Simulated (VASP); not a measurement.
Here is a VASP 6.6.1 calculation.

File INCAR:

```
SYSTEM = InAs
PREC = Accurate
ENCUT = 520
EDIFF = 1E-6
ISMEAR = 0
SIGMA = 0.1
LREAL = .False.
LASPH = .True.
NELM = 80
ALGO = Normal
ISIF = 2
LWAVE = .False.
LCHARG = .False.
GGA = PS
NBANDS = 16
```

The input KPOINTS:

```
regular mesh
0
Gamma
  10 10 10
  0 0 0
```

Contents of POSCAR:

```
InAs
1.0
    0.0000000000      3.0438748346      3.0438748346
    3.0438748346      0.0000000000      3.0438748346
    3.0438748346      3.0438748346      0.0000000000
In As
1 1
Direct
    0.0000000000      0.0000000000      0.0000000000
    0.2500000000      0.2500000000      0.2500000000
```

Potentials or basis: VASP PAW PBE potentials, release 64 (In_d, As).

Run with:

```sh
$ cat potpaw_PBE.64/In_d/POTCAR potpaw_PBE.64/As/POTCAR > POTCAR
$ mpirun -np 1 vasp_std > vasp.out
```

(1) What does it give for the band gap on the k mesh?

(2) What does it give for the pressure?

Answers

(1) zero (filled and empty bands touch).

(2) 0.1 GPa.

Caveat: the PAW data sets were made with another functional, which shifts forces and pressure a little; spin-orbit coupling is left out, which moves the levels of the heavy elements.
